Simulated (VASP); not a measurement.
# Rb2Hg (Fm-3m) in VASP: single point with PBE

Aim: the single point of Rb2Hg with PBE.

Everything below comes from runs of VASP 6.6.1. Logs are shortened: lines on timing, memory, paths and dates and some standing lists are left out, and cuts for length are marked.

## (1) The cell of the first run

Symmetry: Fm-3m, No. 225, cubic system. Conventional cell: a = 8.947 Å, b = 8.947 Å, c = 8.947 Å, α = 90.00°, β = 90.00°, γ = 90.00°. Rb (site symmetry -43m) has 4 Hg at 3.87 Å and 6 Rb at 4.47 Å within 5.1 Å. Within 5.1 Å of Hg (site symmetry m-3m) lie 8 Rb at 3.87 Å.

## (2) Single point, PBE

Contents of POSCAR:

```
Rb2Hg
1.0
    0.0000000000      4.4733197388      4.4733197388
    4.4733197388      0.0000000000      4.4733197388
    4.4733197388      4.4733197388      0.0000000000
Rb Hg
2 1
Direct
    0.2500000000      0.2500000000      0.2500000000
    0.7500000000      0.7500000000      0.7500000000
    0.5000000000      0.5000000000      0.5000000000
```

Contents of INCAR.step1:

```
SYSTEM = Rb2Hg
PREC     = Accurate       ! precision mode
ENCUT    = 520            ! plane-wave cutoff, eV
EDIFF    = 1E-6           ! SCF threshold, eV
ISMEAR   = 0              ! smearing method
SIGMA    = 0.1            ! smearing width, eV
LREAL    = .False.        ! projectors in reciprocal space
LASPH    = .True.         ! aspherical terms in the spheres
NELM     = 100            ! most SCF steps
ALGO     = Normal         ! electronic algorithm
ISIF     = 2              ! what is computed and relaxed
LWAVE    = .False.        ! write WAVECAR
LCHARG   = .True.         ! write CHGCAR
GGA      = PE             ! functional
NBANDS   = 22             ! bands
```

Contents of KPOINTS.step1:

```
regular mesh
0
Gamma
  10 10 10
  0 0 0
```

Contents of INCAR.step2:

```
SYSTEM = Rb2Hg
PREC     = Accurate       ! precision mode
ENCUT    = 520            ! plane-wave cutoff, eV
EDIFF    = 1E-6           ! SCF threshold, eV
ISMEAR   = -5             ! smearing method
SIGMA    = 0.1            ! smearing width, eV
LREAL    = .False.        ! projectors in reciprocal space
LASPH    = .True.         ! aspherical terms in the spheres
NELM     = 100            ! most SCF steps
ALGO     = Normal         ! electronic algorithm
ISIF     = 2              ! what is computed and relaxed
LWAVE    = .False.        ! write WAVECAR
LCHARG   = .False.        ! write CHGCAR
GGA      = PE             ! functional
LORBIT   = 10             ! projections on sites
NEDOS    = 2001           ! points of the DOS
ICHARG   = 11             ! starting density
```

Contents of KPOINTS.step2:

```
regular mesh
0
Gamma
  15 15 15
  0 0 0
```

Potentials or basis: VASP PAW PBE potentials, release 64 (Rb_sv, Hg).

Run with:

```bash
cat potpaw_PBE.64/Rb_sv/POTCAR potpaw_PBE.64/Hg/POTCAR > POTCAR
cp INCAR.step1 INCAR
cp KPOINTS.step1 KPOINTS
mpirun -np 1 vasp_std > vasp.out
cp INCAR.step2 INCAR
cp KPOINTS.step2 KPOINTS
mpirun -np 1 vasp_std > vasp.out
```

OUTCAR:

```text
SYSTEM = Rb2Hg
   PREC = Accurate
   ENCUT = 520
   EDIFF = 1E-6
   ISMEAR = -5
   LREAL = .False.
   LASPH = .True.
   NELM = 100
   ISIF = 2
   GGA = PE
   LORBIT = 10
   ICHARG = 11

 ion  position               nearest neighbor table
   1  0.250  0.250  0.250-   3 3.87   3 3.87   3 3.87   3 3.87   2 4.47   2 4.47   2 4.47   2 4.47
                             2 4.47   2 4.47
   2  0.750  0.750  0.750-   3 3.87   3 3.87   3 3.87   3 3.87   1 4.47   1 4.47   1 4.47   1 4.47
                             1 4.47   1 4.47
   3  0.500  0.500  0.500-   1 3.87   1 3.87   1 3.87   2 3.87   2 3.87   2 3.87   2 3.87   1 3.87

  LATTYP: Found a face centered cubic cell.
 ALAT       =     8.9466394776

  Lattice vectors:

 A1 = (   0.0000000000,   4.4733197388,   4.4733197388)
 A2 = (   4.4733197388,   0.0000000000,   4.4733197388)
 A3 = (   4.4733197388,   4.4733197388,   0.0000000000)

Analysis of symmetry for initial positions (statically):
=====================================================================
 Subroutine PRICEL returns:
 Original cell was already a primitive cell.

 Routine SETGRP: Setting up the symmetry group for a
 face centered cubic supercell.

 Subroutine GETGRP returns: Found 48 space group operations
 (whereof 48 operations were pure point group operations)
 out of a pool of 48 trial point group operations.

The static configuration has the point symmetry O_h .

Analysis of symmetry for dynamics (positions and initial velocities):
=====================================================================
 Subroutine PRICEL returns:
 Original cell was already a primitive cell.

 Routine SETGRP: Setting up the symmetry group for a
 face centered cubic supercell.

 Subroutine GETGRP returns: Found 48 space group operations
 (whereof 48 operations were pure point group operations)
 out of a pool of 48 trial point group operations.

The dynamic configuration has the point symmetry O_h .

 Subroutine INISYM returns: Found 48 space group operations
 (whereof 48 operations are pure point group operations),
 and found     1 'primitive' translations

----------------------------------------------------------------------------------------

                                     Primitive cell

  volume of cell :     179.0275

  direct lattice vectors                    reciprocal lattice vectors
     0.000000000  4.473319739  4.473319739    -0.111773812  0.111773812  0.111773812
     4.473319739  0.000000000  4.473319739     0.111773812 -0.111773812  0.111773812
     4.473319739  4.473319739  0.000000000     0.111773812  0.111773812 -0.111773812

  length of vectors
     6.326229443  6.326229443  6.326229443     0.193597922  0.193597922  0.193597922

  position of ions in fractional coordinates (direct lattice)
     0.250000000  0.250000000  0.250000000
     0.750000000  0.750000000  0.750000000
     0.500000000  0.500000000  0.500000000

  ion indices of the primitive-cell ions
   primitive index   ion index
                 1           1
                 2           2
                 3           3

----------------------------------------------------------------------------------------

 KPOINTS: regular mesh

Automatic generation of k-mesh.
 Grid dimensions read from file:
 generate k-points for:   15   15   15

 Generating k-lattice:

  Cartesian coordinates                     Fractional coordinates (reciprocal lattice)
    -0.007451587  0.007451587  0.007451587     0.066666667  0.000000000  0.000000000
     0.007451587 -0.007451587  0.007451587     0.000000000  0.066666667  0.000000000
     0.007451587  0.007451587 -0.007451587     0.000000000  0.000000000  0.066666667

  Length of vectors
     0.012906528  0.012906528  0.012906528

  Shift w.r.t. Gamma in fractional coordinates (k-lattice)
     0.000000000  0.000000000  0.000000000

 TETIRR: Found    484 inequivalent tetrahedra from    20250

 Subroutine IBZKPT returns following result:
 ===========================================

 Found    120 irreducible k-points:

 Following reciprocal coordinates:
            Coordinates               Weight
  0.000000  0.000000  0.000000      1.000000
  0.066667  0.000000  0.000000      8.000000
  0.133333  0.000000  0.000000      8.000000
  0.200000  0.000000  0.000000      8.000000
  0.266667  0.000000  0.000000      8.000000
  0.333333  0.000000  0.000000      8.000000
[... 16 lines left out ...]
  0.133333  0.133333  0.000000      6.000000
  0.200000  0.133333  0.000000     24.000000
 [... further k-points ...]
   k-points           NKPTS =    120   k-points in BZ     NKDIM =    120   number of bands    NBANDS=     19
   number of dos      NEDOS =   2001   number of ions     NIONS =      3
   total plane-waves  NPLWV = 110592
   dimension x,y,z NGX =    48 NGY =   48 NGZ =   48
   dimension x,y,z NGXF=    96 NGYF=   96 NGZF=   96
   ions per type =               2   1
   NGX,Y,Z   is equivalent  to a cutoff of  12.61, 12.61, 12.61 a.u.
   NGXF,Y,Z  is equivalent  to a cutoff of  25.23, 25.23, 25.23 a.u.
 SYSTEM =  Rb2Hg
   PREC   = accura    normal or accurate (medium, high low for compatibility)
   ISTART =      0    job   : 0-new  1-cont  2-samecut
   ICHARG =     11    charge: 1-file 2-atom 10-const
   ISPIN  =      1    spin polarized calculation?
   LNONCOLLINEAR =      F non collinear calculations
   LSORBIT =      F    spin-orbit coupling
   LASPH  =      T    aspherical Exc in radial PAW
   ENCUT  =  520.0 eV  38.22 Ry    6.18 a.u.  11.76 11.76 11.76*2*pi/ulx,y,z
   NELM   =    100;   NELMIN=  2; NELMDL=  0     # of ELM steps
   EDIFF  = 0.1E-05   stopping-criterion for ELM
   LREAL  =      F    real-space projection
   EDIFFG = 0.1E-04   stopping-criterion for IOM
   NSW    =      0    number of steps for IOM
   IBRION =     -1    ionic relax: 0-MD 1-quasi-New 2-CG
   NFREE  =      0    steps in history (QN), initial steepest desc. (CG)
   ISIF   =      2    stress and relaxation
   ISYM   =      2    0-nonsym 1-usesym 2-fastsym
   POTIM  = 0.5000    time-step for ionic-motion
   TEBEG  =    0.0;   TEEND  =   0.0 temperature during run
   PSTRESS=    0.0 pullay stress
   NELECT =      30.0000    total number of electrons
   NUPDOWN=      -1.0000    fix difference up-down
   EMIN   =  10.00;   EMAX   =-10.00  energy-range for DOS
   EFERMI =   0.00;   METHOD = LEGACY
   ISMEAR =    -5;   SIGMA  =   0.10  broadening in eV -4-tet -1-fermi 0-gaus
   EFERMI_NEDOS =   21; number of points for ismear=-14 and -15
   IALGO  =     38    algorithm
   IMIX   =      4    mixing-type and parameters
     AMIX     =   0.40;   BMIX     =  1.00
     AMIX_MAG =   1.60;   BMIX_MAG =  1.00
  volume/ion in A,a.u.               =      59.68       402.71
  Fermi-wavevector in a.u.,A,eV,Ry     =   0.902558  1.705588 11.083464  0.814612
  Thomas-Fermi vector in A             =   2.025777
   LORBIT       =     10    0 simple, 1 ext, 2 COOP (PROOUT), +10 PAW based schemes
   GGA     = PE    functional components
   LHFCALC =     F    Hartree Fock is set to
   AEXX    =    0.0000 exact exchange contribution
   IVDW    =     0    specifies the selected vdW correction
   LEPSILON=     F    determine dielectric tensor
   LRPA    =     F    only Hartree local field effects (RPA)
 non-spin polarized calculation
 Fermi weights with tetrahedron method with Bloechl corrections
  energy-cutoff  :      520.00
  volume of cell :      179.03
 maximum number of plane-waves:      4909

 number of electron      30.0000000 magnetization

 Free energy of the ion-electron system (eV)
  ---------------------------------------------------
  ext. energy  EPLUGINS =         0.00000000
  ---------------------------------------------------
  free energy    TOTEN  =        -2.47683374 eV

  energy without entropy =       -2.47683374  energy(sigma->0) =       -2.47683374

 E-fermi :   0.4769     XC(G=0):  -6.5072

 val. band max:        0.4660398121   @ k =   0.1333   0.1333   0.0000
 cond. band min:       0.4534852946   @ k =  -0.3333   0.3333   0.0667
 fundamental gap:     -0.0125545175
 Fermi energy:         0.4769276103

 k-point     1 :       0.0000    0.0000    0.0000
  band No.  band energies     occupation
      1     -28.0656      2.00000
      2     -28.0453      2.00000
      3     -12.2226      2.00000
      4     -12.2226      2.00000
      5     -12.2226      2.00000
      6     -12.0953      2.00000
[... 11 lines left out ...]
     18       1.2825      0.00000
     19       3.1969      0.00000

 k-point     2 :       0.0667    0.0000    0.0000
  band No.  band energies     occupation
      1     -28.0654      2.00000
      2     -28.0455      2.00000
      3     -12.2215      2.00000
      4     -12.2213      2.00000
      5     -12.2213      2.00000
      6     -12.0975      2.00000
[... 11 lines left out ...]
     18       1.6818      0.00000
     19       3.1944      0.00000

 k-point     3 :       0.1333    0.0000    0.0000
  band No.  band energies     occupation
      1     -28.0647      2.00000
      2     -28.0461      2.00000
      3     -12.2180      2.00000
      4     -12.2174      2.00000
      5     -12.2174      2.00000
      6     -12.1038      2.00000
[... 11 lines left out ...]
     18       2.1285      0.00000
     19       3.1901      0.00000

 k-point     4 :       0.2000    0.0000    0.0000
  band No.  band energies     occupation
      1     -28.0636      2.00000
      2     -28.0472      2.00000
      3     -12.2125      2.00000
      4     -12.2111      2.00000
      5     -12.2111      2.00000
      6     -12.1135      2.00000
[... 11 lines left out ...]
     18       2.5390      0.00000
     19       3.1913      0.00000

 k-point     5 :       0.2667    0.0000    0.0000
  band No.  band energies     occupation
      1     -28.0622      2.00000
      2     -28.0486      2.00000
      3     -12.2054      2.00000
      4     -12.2026      2.00000
      5     -12.2026      2.00000
      6     -12.1255      2.00000
[... 11 lines left out ...]
     18       2.7946      0.00000
     19       3.2053      0.00000
[... 334 lines left out ...]
      2     -28.0466      2.00000
      3     -12.2246      2.00000
      4     -12.2102      2.00000
      5     -12.2096      2.00000
      6     -12.1132      2.00000
[... 11 lines left out ...]
     18       2.3774      0.00000
     19       3.1551      0.00000

 k-point    22 :      -0.0667    0.0667    0.0000
  band No.  band energies     occupation
      1     -28.0650      2.00000
      2     -28.0458      2.00000
      3     -12.2243      2.00000
      4     -12.2169      2.00000
      5     -12.2167      2.00000
      6     -12.1036      2.00000
[... 11 lines left out ...]
     18       1.9716      0.00000
     19       3.1764      0.00000

 k-point    23 :       0.1333    0.1333    0.0000
  band No.  band energies     occupation
      1     -28.0645      2.00000
      2     -28.0464      2.00000
      3     -12.2257      2.00000
      4     -12.2257      2.00000
      5     -12.1971      2.00000
      6     -12.1258      2.00000
[... 11 lines left out ...]
     18       2.3102      0.00000
     19       3.0521      0.00000

 k-point    24 :       0.2000    0.1333    0.0000
  band No.  band energies     occupation
      1     -28.0637      2.00000
      2     -28.0471      2.00000
      3     -12.2259      2.00000
      4     -12.2258      2.00000
      5     -12.1844      2.00000
      6     -12.1409      2.00000
[... 11 lines left out ...]
     18       2.6205      0.00000
     19       2.9864      0.00000

 [... further k-points ...]

------------------------ aborting loop because EDIFF is reached ----------------------------------------

  FORCE on cell =-STRESS in cart. coord.  units (eV):
  Direction    XX          YY          ZZ          XY          YZ          ZX
  --------------------------------------------------------------------------------------
  -------------------------------------------------------------------------------------
  Total        0.0060297      0.0060297      0.0060297      0.0000000      0.0000000      0.0000000
  in kB        0.0539618      0.0539618      0.0539618      0.0000000      0.0000000      0.0000000
  external PRESSURE =       0.0539618 kB  Pullay stress =       0.0000000 kB

 VOLUME and BASIS-vectors are now :
 -----------------------------------------------------------------------------
  energy-cutoff  :      520.00
  volume of cell :      179.03
      direct lattice vectors                 reciprocal lattice vectors
     0.000000000  4.473319739  4.473319739    -0.111773812  0.111773812  0.111773812
     4.473319739  0.000000000  4.473319739     0.111773812 -0.111773812  0.111773812
     4.473319739  4.473319739  0.000000000     0.111773812  0.111773812 -0.111773812

 POSITION                                       TOTAL-FORCE (eV/Angst)
 -----------------------------------------------------------------------------------
      2.23666      2.23666      2.23666        -0.000000     -0.000000     -0.000000
      6.70998      6.70998      6.70998         0.000000      0.000000      0.000000
      4.47332      4.47332      4.47332        -0.000000     -0.000000     -0.000000
 -----------------------------------------------------------------------------------
    total drift:                               -0.000000     -0.000000     -0.000000

  FREE ENERGIE OF THE ION-ELECTRON SYSTEM (eV)
  ---------------------------------------------------
  free  energy   TOTEN  =        -2.4768337363 eV

  energy  without entropy=       -2.4768337363  energy(sigma->0) =       -2.47683374

 total charge

# of ion       s       p       d       tot
------------------------------------------
    1        1.964   5.318   0.015   7.297
    2        1.964   5.318   0.015   7.297
    3        0.989   0.151   9.315  10.454
--------------------------------------------------
tot          4.917  10.787   9.344  25.047
```

Run time: 3.3 min. Hardware: 1 thread of Intel Xeon 6975P-C (Granite Rapids), shared host; peak memory 0.59 GiB.

What came out:

```
Valence electrons inside the program's atomic spheres : Rb 7.30; Hg 10.45
```

Caveat: spin-orbit coupling is left out, which moves the levels of the heavy elements; tetrahedron occupations give inexact forces and stress in metals.
